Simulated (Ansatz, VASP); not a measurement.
# One calculation of Al3BSb2, two programs

```
CELL_PARAMETERS angstrom
3.55072 0.03013 -0.58310
0.03532 6.16937 0.55786
-1.78914 0.98421 11.52250
ATOMIC_POSITIONS crystal
Al 0.07930 0.30791 0.07877
Al 0.57929 0.80783 0.07876
Al 0.42064 0.19217 0.92124
Al 0.92064 0.69211 0.92123
Al 0.99980 0.99999 0.49997
Al 0.50029 0.49999 0.50003
B 0.99997 0.00001 0.00000
B 0.49997 0.50001 0.00000
Sb 0.33269 0.22107 0.33314
Sb 0.83301 0.72097 0.33314
Sb 0.16736 0.27892 0.66686
Sb 0.66704 0.77902 0.66686
```

Change from the starting cell: cell x2, atoms moved at random (sigma 0.1 Å) and cell strained at random (1.5 %), then relaxed without symmetry.

Alike in both runs: functional PBE; k mesh 6 × 4 × 2; occupations gaussian, width 0.2 eV; no spin polarisation.

Ansatz relaxed the structure, and its values are those at the end. VASP's run is a single point on that final structure, the one shown.

```csv
,VASP,Ansatz
version,VASP 6.6.1,Ansatz 0.2.0
potentials or method,"VASP PAW PBE potentials, release 64 (Al, B, Sb), cutoff 520 eV","scalar-relativistic, plane waves, PAW"
valence electrons in the cell,44,84
```

Ansatz gave:

| Property | Result |
| --- | --- |
| gap on the k mesh at the Fermi level (eV) | none |
| pressure (GPa) | 0.0 |
| rms of the force components (eV/Å) | 0.002 |

Question: Which values does VASP return?

Answer: gap on the k mesh at the Fermi level (eV): none; pressure (GPa): 0.1; rms of the force components (eV/Å): 0.006.

A gap of «none» marks a metal or a gap that the smearing closes. VASP's potentials hold 44 valence electrons a cell and Ansatz's 84, so a difference there can come from the potentials and not from the codes.

Neither program's run includes spin-orbit coupling.
